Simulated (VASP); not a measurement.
# In7GaAsP7 (P1) in VASP: single point with PBEsol

Aim: the single point of In7GaAsP7 with PBEsol.

Everything below comes from runs of VASP 6.6.1. Logs are shortened: lines on timing, memory, paths and dates and some standing lists are left out, and cuts for length are marked.

## Step 1: The cell of the first run

The typed cell holds 64 atoms: a = 11.710 Å, b = 11.710 Å, c = 11.710 Å, α = 90.00°, β = 90.00°, γ = 90.00°.

## Step 2: Single point, PBEsol

File INCAR:

```
SYSTEM = In7GaAsP7
  ALGO = Normal
  EDIFF = 1E-6
  ENCUT = 520
  GGA = PS
  ISIF = 2
  ISMEAR = -1
  LASPH = .True.
  LCHARG = .False.
  LREAL = Auto
  LWAVE = .False.
  NBANDS = 326
  NCORE = 4
  NELM = 60
  PREC = Accurate
  SIGMA = 0.05
```

File KPOINTS:

```
Automatic mesh
0
Gamma
  1 1 1
  0.5 0.5 0.5
```

File POSCAR:

```
In7GaAsP7
1.0
   11.7100597962      0.0000000000      0.0000000000
    0.0000000000     11.7100597962      0.0000000000
    0.0000000000      0.0000000000     11.7100597962
In Ga P As
28 4 28 4
Direct
    0.0023240000      0.0054540000      0.9987620000
    0.0019930000      0.0047310000      0.4980040000
    0.9999040000      0.4969970000      0.0025200000
    0.0021320000      0.4950510000      0.4987050000
    0.5025770000      0.0006330000      0.9943450000
    0.4968470000      0.4995720000      0.9933650000
    0.4969960000      0.4994580000      0.5025790000
    0.2474560000      0.2503850000      0.0021300000
    0.2495010000      0.7470130000      0.9934950000
    0.2544390000      0.7521650000      0.5031700000
    0.7532370000      0.2503520000      0.0015900000
    0.7497480000      0.2477380000      0.4984290000
    0.7472380000      0.7494260000      0.9914140000
    0.7464020000      0.7520230000      0.5030860000
    0.2437740000      0.0052880000      0.2548590000
    0.2548930000      0.0005910000      0.7451480000
    0.2481390000      0.4948220000      0.2520650000
    0.2513640000      0.5002380000      0.7465590000
    0.7470380000      0.0058390000      0.2550300000
    0.7467780000      0.9983460000      0.7468340000
    0.7563220000      0.4944500000      0.2535520000
    0.7469800000      0.5015740000      0.7492780000
    0.0015490000      0.2508890000      0.7474320000
    0.0022500000      0.7464040000      0.2527020000
    0.0001680000      0.7503790000      0.7485840000
    0.4996120000      0.2509050000      0.2513440000
    0.4969610000      0.2478220000      0.7442170000
    0.4996970000      0.7527660000      0.2583510000
    0.5013150000      0.9970690000      0.5069440000
    0.2467010000      0.2501060000      0.5011620000
    0.0025760000      0.2496290000      0.2527620000
    0.4997830000      0.7516800000      0.7463770000
    0.1178260000      0.1336980000      0.1323630000
    0.1319180000      0.1311590000      0.6192710000
    0.1267180000      0.6225980000      0.1246160000
    0.1253740000      0.6250690000      0.6230850000
    0.6241600000      0.1261210000      0.1236920000
    0.6198070000      0.1185700000      0.6179350000
    0.6164710000      0.6307870000      0.6311380000
    0.3747900000      0.3752750000      0.1237030000
    0.3659340000      0.3684370000      0.6172330000
    0.3887000000      0.8743820000      0.6258720000
    0.8846210000      0.3663880000      0.1335650000
    0.8723030000      0.3748910000      0.6247250000
    0.8766830000      0.8775800000      0.6232070000
    0.3735170000      0.1266530000      0.8750860000
    0.3725880000      0.6230000000      0.3763790000
    0.3812980000      0.6316350000      0.8626610000
    0.8822010000      0.1331580000      0.3689880000
    0.8738360000      0.1250970000      0.8711300000
    0.8746730000      0.6245350000      0.3790870000
    0.8765900000      0.6224900000      0.8738980000
    0.1254690000      0.3604740000      0.3754650000
    0.1259970000      0.3762720000      0.8742220000
    0.1251280000      0.8735920000      0.3780640000
    0.1259720000      0.8780010000      0.8715650000
    0.6248100000      0.3758780000      0.3772900000
    0.6244510000      0.3718160000      0.8724090000
    0.6190240000      0.8846900000      0.3849160000
    0.6175240000      0.8685560000      0.8643740000
    0.6256170000      0.6229370000      0.1267980000
    0.3724790000      0.8774390000      0.1252690000
    0.8729270000      0.8755560000      0.1249430000
    0.3756070000      0.1243380000      0.3912270000
```

Potentials or basis: VASP PAW PBE potentials, release 64 (In_d, Ga_d, P, As).

Launch:

```sh
cat potpaw_PBE.64/In_d/POTCAR potpaw_PBE.64/Ga_d/POTCAR potpaw_PBE.64/P/POTCAR potpaw_PBE.64/As/POTCAR > POTCAR
mpirun -np 4 vasp_std > vasp.out
```

OUTCAR:

```text
SYSTEM = In7GaAsP7
   EDIFF = 1E-6
   ENCUT = 520
   GGA = PS
   ISIF = 2
   ISMEAR = -1
   LASPH = .True.
   LREAL = Auto
   NELM = 60
   PREC = Accurate

 ion  position               nearest neighbor table
   1  0.002  0.005  0.999-  50 2.54  33 2.56  56 2.56  63 2.61
   2  0.002  0.005  0.498-  55 2.53  49 2.55  45 2.55  34 2.55  15 4.02
   3  1.000  0.497  0.003-  35 2.53  54 2.54  52 2.55  43 2.55
   4  0.002  0.495  0.499-  44 2.54  51 2.55  36 2.55  53 2.58
   5  0.503  0.001  0.994-  46 2.53  37 2.55  60 2.55  62 2.60
   6  0.497  0.500  0.993-  58 2.55  40 2.55  48 2.56  61 2.61
   7  0.497  0.499  0.503-  47 2.53  57 2.55  41 2.55  39 2.57
   8  0.247  0.250  0.002-  40 2.53  54 2.54  46 2.55  33 2.55
   9  0.250  0.747  0.993-  56 2.55  35 2.56  48 2.56  62 2.61
  10  0.254  0.752  0.503-  47 2.53  55 2.54  36 2.54  42 2.57
  11  0.753  0.250  0.002-  37 2.54  50 2.55  58 2.57  43 2.57
  12  0.750  0.248  0.498-  57 2.53  44 2.54  49 2.55  38 2.56  19 4.02
  13  0.747  0.749  0.991-  52 2.53  60 2.54  61 2.60  63 2.61
  14  0.746  0.752  0.503-  45 2.54  59 2.56  39 2.56  51 2.57
  15  0.244  0.005  0.255-  55 2.53  33 2.55  62 2.61  64 2.62   2 4.02
  16  0.255  0.001  0.745-  46 2.53  56 2.56  34 2.57  42 2.57
  17  0.248  0.495  0.252-  40 2.53  35 2.55  47 2.55  53 2.57
  18  0.251  0.500  0.747-  36 2.53  41 2.54  54 2.55  48 2.56
  19  0.747  0.006  0.255-  37 2.53  49 2.55  59 2.56  63 2.61  12 4.02
  20  0.747  0.998  0.747-  45 2.53  38 2.54  60 2.55  50 2.56
  21  0.756  0.494  0.254-  57 2.53  51 2.53  43 2.55  61 2.61
  22  0.747  0.502  0.749-  52 2.54  58 2.54  44 2.55  39 2.56
  23  0.002  0.251  0.747-  44 2.54  54 2.55  50 2.55  34 2.56
  24  0.002  0.746  0.253-  55 2.54  51 2.54  35 2.54  63 2.61
  25  0.000  0.750  0.749-  36 2.54  45 2.54  56 2.55  52 2.55
[... 37 lines left out ...]
  63  0.873  0.876  0.125-  13 2.61   1 2.61  24 2.61  19 2.61
  64  0.376  0.124  0.391-  30 2.47  29 2.49  15 2.62  26 2.64

  LATTYP: Found a simple cubic cell.
 ALAT       =    11.7100597962

  Lattice vectors:

 A1 = (  11.7100597962,   0.0000000000,   0.0000000000)
 A2 = (   0.0000000000,  11.7100597962,   0.0000000000)
 A3 = (   0.0000000000,   0.0000000000,  11.7100597962)

Analysis of symmetry for initial positions (statically):
=====================================================================
 Subroutine PRICEL returns:
 Original cell was already a primitive cell.

 Routine SETGRP: Setting up the symmetry group for a
 simple cubic supercell.

 Subroutine GETGRP returns: Found  1 space group operations
 (whereof  1 operations were pure point group operations)
 out of a pool of 48 trial point group operations.

The static configuration has the point symmetry C_1 .

Analysis of symmetry for dynamics (positions and initial velocities):
=====================================================================
 Subroutine PRICEL returns:
 Original cell was already a primitive cell.

 Routine SETGRP: Setting up the symmetry group for a
 simple cubic supercell.

 Subroutine GETGRP returns: Found  1 space group operations
 (whereof  1 operations were pure point group operations)
 out of a pool of 48 trial point group operations.

The dynamic configuration has the point symmetry C_1 .

 Subroutine INISYM returns: Found  1 space group operations
 (whereof  1 operations are pure point group operations),
 and found     1 'primitive' translations

----------------------------------------------------------------------------------------

                                     Primitive cell

  volume of cell :    1605.7478

  direct lattice vectors                    reciprocal lattice vectors
    11.710059796  0.000000000  0.000000000     0.085396660  0.000000000  0.000000000
     0.000000000 11.710059796  0.000000000     0.000000000  0.085396660  0.000000000
     0.000000000  0.000000000 11.710059796     0.000000000  0.000000000  0.085396660

  length of vectors
    11.710059796 11.710059796 11.710059796     0.085396660  0.085396660  0.085396660

  position of ions in fractional coordinates (direct lattice)
     0.002324000  0.005454000  0.998762000
     0.001993000  0.004731000  0.498004000
     0.999904000  0.496997000  0.002520000
     0.002132000  0.495051000  0.498705000
     0.502577000  0.000633000  0.994345000
     0.496847000  0.499572000  0.993365000
[... 56 lines left out ...]
     0.872927000  0.875556000  0.124943000
     0.375607000  0.124338000  0.391227000

  ion indices of the primitive-cell ions
   primitive index   ion index
                 1           1
                 2           2
                 3           3
                 4           4
                 5           5
                 6           6
[... 56 lines left out ...]
                63          63
                64          64

----------------------------------------------------------------------------------------

 KPOINTS: Automatic mesh

Automatic generation of k-mesh.
 Grid dimensions read from file:
 generate k-points for:    1    1    1

 Generating k-lattice:

  Cartesian coordinates                     Fractional coordinates (reciprocal lattice)
     0.085396660  0.000000000  0.000000000     1.000000000  0.000000000  0.000000000
     0.000000000  0.085396660  0.000000000     0.000000000  1.000000000  0.000000000
     0.000000000  0.000000000  0.085396660     0.000000000  0.000000000  1.000000000

  Length of vectors
     0.085396660  0.085396660  0.085396660

  Shift w.r.t. Gamma in fractional coordinates (k-lattice)
     0.500000000  0.500000000  0.500000000

 Subroutine IBZKPT returns following result:
 ===========================================

 Found      1 irreducible k-points:

 Following reciprocal coordinates:
            Coordinates               Weight
  0.500000  0.500000  0.500000      1.000000
   k-points           NKPTS =      1   k-points in BZ     NKDIM =      1   number of bands    NBANDS=    326
   number of dos      NEDOS =    301   number of ions     NIONS =     64
   total plane-waves  NPLWV = 729000
   dimension x,y,z NGX =    90 NGY =   90 NGZ =   90
   dimension x,y,z NGXF=   180 NGYF=  180 NGZF=  180
   ions per type =              28   4  28   4
   NGX,Y,Z   is equivalent  to a cutoff of  12.78, 12.78, 12.78 a.u.
   NGXF,Y,Z  is equivalent  to a cutoff of  25.55, 25.55, 25.55 a.u.
 SYSTEM =  In7GaAsP7
   PREC   = accura    normal or accurate (medium, high low for compatibility)
   ISTART =      0    job   : 0-new  1-cont  2-samecut
   ICHARG =      2    charge: 1-file 2-atom 10-const
   ISPIN  =      1    spin polarized calculation?
   LNONCOLLINEAR =      F non collinear calculations
   LSORBIT =      F    spin-orbit coupling
   LASPH  =      T    aspherical Exc in radial PAW
   ENCUT  =  520.0 eV  38.22 Ry    6.18 a.u.  21.77 21.77 21.77*2*pi/ulx,y,z
   NELM   =     60;   NELMIN=  2; NELMDL= -5     # of ELM steps
   EDIFF  = 0.1E-05   stopping-criterion for ELM
   LREAL  =      T    real-space projection
   EDIFFG = 0.1E-04   stopping-criterion for IOM
   NSW    =      0    number of steps for IOM
   IBRION =     -1    ionic relax: 0-MD 1-quasi-New 2-CG
   NFREE  =      0    steps in history (QN), initial steepest desc. (CG)
   ISIF   =      2    stress and relaxation
   ISYM   =      2    0-nonsym 1-usesym 2-fastsym
   POTIM  = 0.5000    time-step for ionic-motion
   TEBEG  =    0.0;   TEEND  =   0.0 temperature during run
   PSTRESS=    0.0 pullay stress
   NELECT =     576.0000    total number of electrons
   NUPDOWN=      -1.0000    fix difference up-down
   EMIN   =  10.00;   EMAX   =-10.00  energy-range for DOS
   EFERMI =   0.00;   METHOD = LEGACY
   ISMEAR =    -1;   SIGMA  =   0.05  broadening in eV -4-tet -1-fermi 0-gaus
   EFERMI_NEDOS =   21; number of points for ismear=-14 and -15
   IALGO  =     38    algorithm
   IMIX   =      4    mixing-type and parameters
     AMIX     =   0.40;   BMIX     =  1.00
     AMIX_MAG =   1.60;   BMIX_MAG =  1.00
  volume/ion in A,a.u.               =      25.09       169.31
  Fermi-wavevector in a.u.,A,eV,Ry     =   1.163206  2.198140 18.409331  1.353048
  Thomas-Fermi vector in A             =   2.299758
   LORBIT       =      0    0 simple, 1 ext, 2 COOP (PROOUT), +10 PAW based schemes
   GGA     = PS    functional components
   LHFCALC =     F    Hartree Fock is set to
   AEXX    =    0.0000 exact exchange contribution
   IVDW    =     0    specifies the selected vdW correction
   LEPSILON=     F    determine dielectric tensor
   LRPA    =     F    only Hartree local field effects (RPA)
 non-spin polarized calculation
  energy-cutoff  :      520.00
  volume of cell :     1605.75
 maximum number of plane-waves:     43160
 NGX is ok and might be reduce to    90
   NGX = 43   NGY = 43   NGZ = 43

 number of electron     576.0000015 magnetization

 Free energy of the ion-electron system (eV)
  ---------------------------------------------------
  ext. energy  EPLUGINS =         0.00000000
  ---------------------------------------------------
  free energy    TOTEN  =      -289.22252047 eV

  energy without entropy =     -289.22252039  energy(sigma->0) =     -289.22252043

 E-fermi :   5.4146     XC(G=0):  -9.4555

 val. band max:        4.4785081207   @ k =   0.5000   0.5000   0.5000
 cond. band min:       6.3200904277   @ k =   0.5000   0.5000   0.5000
 fundamental gap:      1.8415823070
 Fermi energy:         5.4146480548

 k-point     1 :       0.5000    0.5000    0.5000
  band No.  band energies     occupation
      1      -9.7563      2.00000
      2      -9.7477      2.00000
      3      -9.7459      2.00000
      4      -9.7448      2.00000
      5      -9.7424      2.00000
      6      -9.7423      2.00000
[... 292 lines left out ...]
    299       7.0639      0.00000
    300       7.0714      0.00000
 [bands above 300 left out]

------------------------ aborting loop because EDIFF is reached ----------------------------------------

  FORCE on cell =-STRESS in cart. coord.  units (eV):
  Direction    XX          YY          ZZ          XY          YZ          ZX
  --------------------------------------------------------------------------------------
  -------------------------------------------------------------------------------------
  Total       -0.0874529      0.0774343      0.0932385     -0.1922651      0.1561425     -0.0708397
  in kB       -0.0872585      0.0772621      0.0930311     -0.1918376      0.1557953     -0.0706822
  external PRESSURE =       0.0276783 kB  Pullay stress =       0.0000000 kB

 VOLUME and BASIS-vectors are now :
 -----------------------------------------------------------------------------
  energy-cutoff  :      520.00
  volume of cell :     1605.75
      direct lattice vectors                 reciprocal lattice vectors
    11.710059796  0.000000000  0.000000000     0.085396660  0.000000000  0.000000000
     0.000000000 11.710059796  0.000000000     0.000000000  0.085396660  0.000000000
     0.000000000  0.000000000 11.710059796     0.000000000  0.000000000  0.085396660

 POSITION                                       TOTAL-FORCE (eV/Angst)
 -----------------------------------------------------------------------------------
      0.02721      0.06387     11.69556         0.009393      0.008383     -0.006624
      0.02334      0.05540      5.83166         0.001455     -0.003487     -0.004090
     11.70894      5.81986      0.02951         0.000641      0.002637      0.001609
      0.02497      5.79708      5.83987         0.006362      0.002932      0.002653
      5.88521      0.00741     11.64384         0.015666      0.003155     -0.004557
      5.81811      5.85002     11.63236        -0.019912     -0.005903     -0.003811
[... 56 lines left out ...]
     10.22203     10.25281      1.46309         0.005819      0.000546      0.001046
      4.39838      1.45601      4.58129        -0.006242      0.004221      0.001154
 -----------------------------------------------------------------------------------
    total drift:                                0.112589     -0.028568      0.009525

  FREE ENERGIE OF THE ION-ELECTRON SYSTEM (eV)
  ---------------------------------------------------
  free  energy   TOTEN  =      -289.2225204749 eV

  energy  without entropy=     -289.2225203942  energy(sigma->0) =     -289.22252043
```

Run time: 21 min. Hardware: 4 MPI ranks of AMD EPYC 7R43 (Zen 3), shared host; peak memory 0.49 GiB.

What came out:

| Quantity | Value |
| --- | --- |
| Free energy | -289.2225 eV |
| Pressure | 0.0 GPa |
| Largest force | 0.026 eV/Å |
| Band gap on the k mesh | 1.84 eV |

Forces on the atoms (eV/Å):
```
In   0.009  0.008 -0.007
In   0.001 -0.003 -0.004
In   0.001  0.003  0.002
In   0.006  0.003  0.003
In   0.016  0.003 -0.005
In  -0.020 -0.006 -0.004
In   0.000  0.009  0.001
In   0.017  0.003  0.005
In   0.001 -0.012 -0.001
In   0.003  0.002 -0.007
In  -0.012  0.001  0.003
In  -0.004  0.021 -0.015
In  -0.002  0.014 -0.007
In   0.006 -0.002  0.007
In  -0.015 -0.008 -0.005
In   0.004 -0.008 -0.004
In   0.010 -0.013 -0.018
In   0.005 -0.005  0.002
In   0.006  0.001  0.001
In  -0.007 -0.006  0.004
In   0.010 -0.005 -0.008
In   0.005  0.008  0.007
In   0.009 -0.006  0.018
In   0.004 -0.004  0.008
In  -0.004 -0.006  0.003
In  -0.004 -0.009 -0.005
In   0.003 -0.005  0.005
In   0.013 -0.001  0.012
Ga   0.012 -0.009  0.011
Ga  -0.011  0.009  0.008
Ga  -0.003  0.001 -0.001
Ga   0.000  0.003  0.003
P   -0.006  0.002  0.003
P    0.002  0.001 -0.007
P   -0.001  0.002  0.001
P   -0.001  0.003  0.000
P    0.000  0.003  0.000
P   -0.006 -0.002 -0.002
P   -0.003  0.001 -0.001
P   -0.002 -0.002  0.000
P   -0.005  0.001 -0.004
P    0.005 -0.001 -0.003
P   -0.001 -0.001  0.005
P   -0.002 -0.001  0.003
P    0.000  0.001  0.000
P   -0.003  0.001 -0.001
P   -0.003 -0.001  0.001
P   -0.001  0.000 -0.002
P    0.001  0.001  0.000
P    0.000  0.002 -0.002
P   -0.001  0.002 -0.001
P   -0.003  0.000 -0.005
P   -0.002 -0.004 -0.001
P   -0.002 -0.003 -0.002
P   -0.004  0.001  0.003
P   -0.001  0.001 -0.002
P   -0.001 -0.001  0.002
P   -0.002  0.000 -0.003
P   -0.009  0.005  0.005
P   -0.005 -0.002 -0.004
As  -0.002 -0.003  0.003
As  -0.004  0.006  0.000
As   0.006  0.001  0.001
As  -0.006  0.004  0.001
```

Levels at points of the mesh, in eV from the valence-band top:
```tsv
k point	band 285	band 286	band 287	band 288	band 289	band 290	band 291	band 292
(0.50, 0.50, 0.50)	-0.08	-0.04	-0.03	0.00	1.84	1.90	1.96	2.01
```

Caveat: the PAW data sets were made with another functional, which shifts forces and pressure a little; spin-orbit coupling is left out, which moves the levels of the heavy elements; a shifted mesh leaves out Γ, where band edges can lie. A k mesh can miss the band edges.
